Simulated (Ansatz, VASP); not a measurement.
**Li3SeF: VASP beside Ansatz**

```
Li Se F
1.0
     5.60340    0.00000    0.00000
    -2.80170    4.85269    0.00000
     0.00000    0.00000    4.70686
Li Se F
6 2 2
Direct
  0.83333 0.66667 0.75000
  0.33333 0.16667 0.75000
  0.83333 0.16667 0.75000
  0.16667 0.33333 0.25000
  0.66667 0.83333 0.25000
  0.16667 0.83333 0.25000
  0.33333 0.66667 0.75000
  0.66667 0.33333 0.25000
  0.00000 0.00000 0.00000
  0.00000 0.00000 0.50000
```

Alike in both runs: task single point; functional PBE; k mesh 6 × 6 × 4; occupations gaussian, width 0.1 eV; no spin polarisation.

|  | VASP | Ansatz |
| --- | --- | --- |
| version | VASP 6.6.1 | Ansatz 0.2.0 |
| potentials or method | VASP PAW PBE potentials, release 64 (Li_sv, Se, F), cutoff 520 eV | scalar-relativistic, plane waves, PAW |
| valence electrons in the cell | 44 | 64 |

Ansatz gave:

```
gap on the k mesh at the Fermi level (eV) : 3.12
least direct gap on the mesh (eV)         : 3.27
rms of the force components (eV/Å)        : 0.166
```

What did VASP give for the same quantities?

gap on the k mesh at the Fermi level (eV): 3.13; least direct gap on the mesh (eV): 3.28; rms of the force components (eV/Å): 0.164.

Atom by atom the forces differ by 0.002 eV/Å (rms over components). VASP's potentials hold 44 valence electrons a cell and Ansatz's 64, so a difference there can come from the potentials and not from the codes.

Noted on VASP's run: the cutoff is short for stress, so the pressure is rough.
